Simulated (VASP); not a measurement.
# Ca (P6_3/mmc) in VASP: further runs

Runs on Ca. Level: PBE. Tasks: single point.

All numbers are computed with VASP 6.6.1; they aren't measurements. Logs are shortened: lines on timing, memory, paths and dates and some standing lists are left out, and cuts for length are marked.

## (1) The cell of the first run

The structure is hexagonal, space group P6_3/mmc (No. 194). Conventional cell: a = 3.964 Å, b = 3.964 Å, c = 19.238 Å, α = 90.00°, β = 90.00°, γ = 120.00°. Ca (site symmetry 3m) has 12 Ca at 3.92 to 3.96 Å within 5.1 Å. Ca (site symmetry -6m2) has 12 Ca at 3.95 to 3.96 Å within 5.2 Å.

This isn't the form of Ca at room conditions, which is fcc.

## (2) Single point, PBE

INCAR reads:

```
SYSTEM = Ca
PREC = Accurate ; ENCUT = 520
EDIFF = 1E-6 ; ISMEAR = 0
SIGMA = 0.1 ; LREAL = .False.
LASPH = .True. ; NELM = 60
ALGO = Normal ; ISIF = 2
LWAVE = .False. ; LCHARG = .False.
GGA = PE ; NBANDS = 39
```

KPOINTS reads:

```
Automatic mesh
0
Gamma
  6 6 1
  0 0 0
```

POSCAR reads:

```
Ca
1.0
    3.9640158000      0.0000000000      0.0000000000
   -1.9820079000      3.4329383900      0.0000000000
    0.0000000000      0.0000000000     19.2376625400
Ca
6
Direct
    0.6666666700      0.3333333300      0.9172385900
    0.0000000000      0.0000000000      0.2500000000
    0.6666666700      0.3333333300      0.5827614100
    0.3333333300      0.6666666700      0.4172385900
    0.0000000000      0.0000000000      0.7500000000
    0.3333333300      0.6666666700      0.0827614100
```

Potentials or basis: VASP PAW PBE potentials, release 64 (Ca_sv).

On the command line:

```console
cat potpaw_PBE.64/Ca_sv/POTCAR > POTCAR
mpirun -np 1 vasp_std > vasp.out
```

OUTCAR:

```text
SYSTEM = Ca
   PREC = Accurate
   ENCUT = 520
   EDIFF = 1E-6
   ISMEAR = 0
   LREAL = .False.
   LASPH = .True.
   NELM = 60
   ISIF = 2
   GGA = PE

 ion  position               nearest neighbor table
   1  0.667  0.333  0.917-
   2  0.000  0.000  0.250-
   3  0.667  0.333  0.583-
   4  0.333  0.667  0.417-
   5  0.000  0.000  0.750-
   6  0.333  0.667  0.083-

  LATTYP: Found a hexagonal cell.
 ALAT       =     3.9640158000
 C/A-ratio  =     4.8530741326

  Lattice vectors:

 A1 = (   3.9640158000,   0.0000000000,   0.0000000000)
 A2 = (  -1.9820079000,   3.4329383900,   0.0000000000)
 A3 = (   0.0000000000,   0.0000000000,  19.2376625400)

Analysis of symmetry for initial positions (statically):
=====================================================================
 Subroutine PRICEL returns:
 Original cell was already a primitive cell.

 Routine SETGRP: Setting up the symmetry group for a
 hexagonal supercell.

 Subroutine GETGRP returns: Found 24 space group operations
 (whereof 12 operations were pure point group operations)
 out of a pool of 24 trial point group operations.

The static configuration has the point symmetry D_3d.
 The point group associated with its full space group is D_6h.

Analysis of symmetry for dynamics (positions and initial velocities):
=====================================================================
 Subroutine PRICEL returns:
 Original cell was already a primitive cell.

 Routine SETGRP: Setting up the symmetry group for a
 hexagonal supercell.

 Subroutine GETGRP returns: Found 24 space group operations
 (whereof 12 operations were pure point group operations)
 out of a pool of 24 trial point group operations.

The dynamic configuration has the point symmetry D_3d.
 The point group associated with its full space group is D_6h.

 Subroutine INISYM returns: Found 24 space group operations
 (whereof 12 operations are pure point group operations),
 and found     1 'primitive' translations

----------------------------------------------------------------------------------------

                                     Primitive cell

  volume of cell :     261.7904

  direct lattice vectors                    reciprocal lattice vectors
     3.964015800  0.000000000  0.000000000     0.252269428  0.145647822  0.000000000
    -1.982007900  3.432938390  0.000000000     0.000000000  0.291295644  0.000000000
     0.000000000  0.000000000 19.237662540     0.000000000  0.000000000  0.051981367

  length of vectors
     3.964015800  3.964015805 19.237662540     0.291295645  0.291295644  0.051981367

  position of ions in fractional coordinates (direct lattice)
     0.666666670  0.333333330  0.917238590
     0.000000000  0.000000000  0.250000000
     0.666666670  0.333333330  0.582761410
     0.333333330  0.666666670  0.417238590
     0.000000000  0.000000000  0.750000000
     0.333333330  0.666666670  0.082761410

  ion indices of the primitive-cell ions
   primitive index   ion index
                 1           1
                 2           2
                 3           3
                 4           4
                 5           5
                 6           6

----------------------------------------------------------------------------------------

 KPOINTS: Automatic mesh

Automatic generation of k-mesh.
 Grid dimensions read from file:
 generate k-points for:    6    6    1

 Generating k-lattice:

  Cartesian coordinates                     Fractional coordinates (reciprocal lattice)
     0.042044905  0.024274637  0.000000000     0.166666667  0.000000000  0.000000000
     0.000000000  0.048549274  0.000000000     0.000000000  0.166666667  0.000000000
     0.000000000  0.000000000  0.051981367     0.000000000  0.000000000  1.000000000

  Length of vectors
     0.048549274  0.048549274  0.051981367

  Shift w.r.t. Gamma in fractional coordinates (k-lattice)
     0.000000000  0.000000000  0.000000000

 Subroutine IBZKPT returns following result:
 ===========================================

 Found      7 irreducible k-points:

 Following reciprocal coordinates:
            Coordinates               Weight
  0.000000  0.000000  0.000000      1.000000
  0.166667  0.000000  0.000000      6.000000
  0.333333 -0.000000  0.000000      6.000000
  0.500000  0.000000  0.000000      3.000000
  0.166667  0.166667  0.000000      6.000000
  0.333333  0.166667  0.000000     12.000000
  0.333333  0.333333  0.000000      2.000000
   k-points           NKPTS =      7   k-points in BZ     NKDIM =      7   number of bands    NBANDS=     39
   number of dos      NEDOS =    301   number of ions     NIONS =      6
   total plane-waves  NPLWV = 129600
   dimension x,y,z NGX =    30 NGY =   30 NGZ =  144
   dimension x,y,z NGXF=    60 NGYF=   60 NGZF=  288
   ions per type =               6
   NGX,Y,Z   is equivalent  to a cutoff of  12.58, 12.58, 12.44 a.u.
   NGXF,Y,Z  is equivalent  to a cutoff of  25.16, 25.16, 24.89 a.u.
 SYSTEM =  Ca
   PREC   = accura    normal or accurate (medium, high low for compatibility)
   ISTART =      0    job   : 0-new  1-cont  2-samecut
   ICHARG =      2    charge: 1-file 2-atom 10-const
   ISPIN  =      1    spin polarized calculation?
   LNONCOLLINEAR =      F non collinear calculations
   LSORBIT =      F    spin-orbit coupling
   LASPH  =      T    aspherical Exc in radial PAW
   ENCUT  =  520.0 eV  38.22 Ry    6.18 a.u.   7.37  7.37 35.77*2*pi/ulx,y,z
   NELM   =     60;   NELMIN=  2; NELMDL= -5     # of ELM steps
   EDIFF  = 0.1E-05   stopping-criterion for ELM
   LREAL  =      F    real-space projection
   EDIFFG = 0.1E-04   stopping-criterion for IOM
   NSW    =      0    number of steps for IOM
   IBRION =     -1    ionic relax: 0-MD 1-quasi-New 2-CG
   NFREE  =      0    steps in history (QN), initial steepest desc. (CG)
   ISIF   =      2    stress and relaxation
   ISYM   =      2    0-nonsym 1-usesym 2-fastsym
   POTIM  = 0.5000    time-step for ionic-motion
   TEBEG  =    0.0;   TEEND  =   0.0 temperature during run
   PSTRESS=    0.0 pullay stress
   NELECT =      60.0000    total number of electrons
   NUPDOWN=      -1.0000    fix difference up-down
   EMIN   =  10.00;   EMAX   =-10.00  energy-range for DOS
   EFERMI =   0.00;   METHOD = LEGACY
   ISMEAR =     0;   SIGMA  =   0.10  broadening in eV -4-tet -1-fermi 0-gaus
   EFERMI_NEDOS =   21; number of points for ismear=-14 and -15
   IALGO  =     38    algorithm
   IMIX   =      4    mixing-type and parameters
     AMIX     =   0.40;   BMIX     =  1.00
     AMIX_MAG =   1.60;   BMIX_MAG =  1.00
  volume/ion in A,a.u.               =      43.63       294.44
  Fermi-wavevector in a.u.,A,eV,Ry     =   1.001861  1.893242 13.656507  1.003725
  Thomas-Fermi vector in A             =   2.134310
   LORBIT       =      0    0 simple, 1 ext, 2 COOP (PROOUT), +10 PAW based schemes
   GGA     = PE    functional components
   LHFCALC =     F    Hartree Fock is set to
   AEXX    =    0.0000 exact exchange contribution
   IVDW    =     0    specifies the selected vdW correction
   LEPSILON=     F    determine dielectric tensor
   LRPA    =     F    only Hartree local field effects (RPA)
 non-spin polarized calculation
 Gauss-broadening in eV      SIGMA  =   0.10
  energy-cutoff  :      520.00
  volume of cell :      261.79
 maximum number of plane-waves:      7109
 NGX is ok and might be reduce to    30
   NGX = 15   NGY = 15   NGZ = 71

 number of electron      59.9999994 magnetization

 Free energy of the ion-electron system (eV)
  ---------------------------------------------------
  ext. energy  EPLUGINS =         0.00000000
  ---------------------------------------------------
  free energy    TOTEN  =       -11.46572694 eV

  energy without entropy =      -11.39042736  energy(sigma->0) =      -11.42807715

 E-fermi :   1.8567     XC(G=0):  -7.6332

 val. band max:        1.8399556857   @ k =   0.3333   0.1667   0.0000
 cond. band min:       1.8571345937   @ k =   0.3333   0.3333   0.0000
 fundamental gap:      0.0171789080
 Fermi energy:         1.8566821195

 k-point     1 :       0.0000    0.0000    0.0000
  band No.  band energies     occupation
      1     -40.2615      2.00000
      2     -40.2604      2.00000
      3     -40.2547      2.00000
      4     -40.2522      2.00000
      5     -40.2483      2.00000
      6     -40.2469      2.00000
[... 31 lines left out ...]
     38       4.0792      0.00000
     39       4.1126      0.00000

 k-point     2 :       0.1667    0.0000    0.0000
  band No.  band energies     occupation
      1     -40.2592      2.00000
      2     -40.2583      2.00000
      3     -40.2525      2.00000
      4     -40.2505      2.00000
      5     -40.2468      2.00000
      6     -40.2457      2.00000
[... 31 lines left out ...]
     38       3.7104      0.00000
     39       3.9037      0.00000

 k-point     3 :       0.3333   -0.0000    0.0000
  band No.  band energies     occupation
      1     -40.2544      2.00000
      2     -40.2541      2.00000
      3     -40.2478      2.00000
      4     -40.2470      2.00000
      5     -40.2441      2.00000
      6     -40.2436      2.00000
[... 31 lines left out ...]
     38       3.0475      0.00000
     39       3.5159      0.00000

 k-point     4 :       0.5000    0.0000    0.0000
  band No.  band energies     occupation
      1     -40.2519      2.00000
      2     -40.2519      2.00000
      3     -40.2452      2.00000
      4     -40.2449      2.00000
      5     -40.2431      2.00000
      6     -40.2429      2.00000
[... 31 lines left out ...]
     38       2.9279      0.00000
     39       3.1097      0.00000

 k-point     5 :       0.1667    0.1667    0.0000
  band No.  band energies     occupation
      1     -40.2556      2.00000
      2     -40.2551      2.00000
      3     -40.2490      2.00000
      4     -40.2479      2.00000
      5     -40.2448      2.00000
      6     -40.2440      2.00000
[... 31 lines left out ...]
     38       3.2143      0.00000
     39       3.5021      0.00000

 k-point     6 :       0.3333    0.1667    0.0000
  band No.  band energies     occupation
      1     -40.2519      2.00000
      2     -40.2519      2.00000
      3     -40.2452      2.00000
      4     -40.2449      2.00000
      5     -40.2431      2.00000
      6     -40.2429      2.00000
[... 31 lines left out ...]
     38       2.8931      0.00000
     39       3.1736      0.00000

 k-point     7 :       0.3333    0.3333    0.0000
  band No.  band energies     occupation
      1     -40.2507      2.00000
      2     -40.2507      2.00000
      3     -40.2432      2.00000
      4     -40.2432      2.00000
      5     -40.2432      2.00000
      6     -40.2432      2.00000
[... 31 lines left out ...]
     38       2.5672      0.00000
     39       2.6201      0.00000

------------------------ aborting loop because EDIFF is reached ----------------------------------------

  FORCE on cell =-STRESS in cart. coord.  units (eV):
  Direction    XX          YY          ZZ          XY          YZ          ZX
  --------------------------------------------------------------------------------------
  -------------------------------------------------------------------------------------
  Total       -1.1506805     -1.1506805      0.0575310      0.0000000     -0.0000000     -0.0000000
  in kB       -7.0422534     -7.0422535      0.3520942      0.0000000     -0.0000000     -0.0000000
  external PRESSURE =      -4.5774709 kB  Pullay stress =       0.0000000 kB

 VOLUME and BASIS-vectors are now :
 -----------------------------------------------------------------------------
  energy-cutoff  :      520.00
  volume of cell :      261.79
      direct lattice vectors                 reciprocal lattice vectors
     3.964015800  0.000000000  0.000000000     0.252269428  0.145647822  0.000000000
    -1.982007900  3.432938390  0.000000000     0.000000000  0.291295644  0.000000000
     0.000000000  0.000000000 19.237662540     0.000000000  0.000000000  0.051981367

 POSITION                                       TOTAL-FORCE (eV/Angst)
 -----------------------------------------------------------------------------------
      1.98201      1.14431     17.64553         0.000000     -0.000000     -0.020469
      0.00000      0.00000      4.80942        -0.000000     -0.000000      0.000000
      1.98201      1.14431     11.21097         0.000000     -0.000000      0.020469
     -0.00000      2.28863      8.02670        -0.000000      0.000000     -0.020469
      0.00000      0.00000     14.42825        -0.000000      0.000000      0.000000
     -0.00000      2.28863      1.59214        -0.000000      0.000000      0.020469
 -----------------------------------------------------------------------------------
    total drift:                               -0.000000      0.000000      0.000000

  FREE ENERGIE OF THE ION-ELECTRON SYSTEM (eV)
  ---------------------------------------------------
  free  energy   TOTEN  =       -11.4657269356 eV

  energy  without entropy=      -11.3904273557  energy(sigma->0) =      -11.42807715
```

It took 86 s on 1 thread of Intel Xeon Platinum 8488C (Sapphire Rapids), shared host; peak memory 0.35 GiB.

Results:

```
Free energy            : -11.4657 eV
Pressure               : -0.5 GPa
Largest force          : 0.020 eV/Å
Band gap on the k mesh : zero (bands 30 and 31 overlap by 0.22 eV)
```

Forces in eV/Å, atoms in the order of the input:
```
Ca   0.000  0.000 -0.020
Ca   0.000  0.000  0.000
Ca   0.000  0.000  0.020
Ca   0.000  0.000 -0.020
Ca   0.000  0.000  0.000
Ca   0.000  0.000  0.020
```

Stress tensor (GPa, compression positive):
```
-0.70  0.00  0.00
 0.00 -0.70  0.00
 0.00  0.00  0.04
```

[end of part 1 of 2]
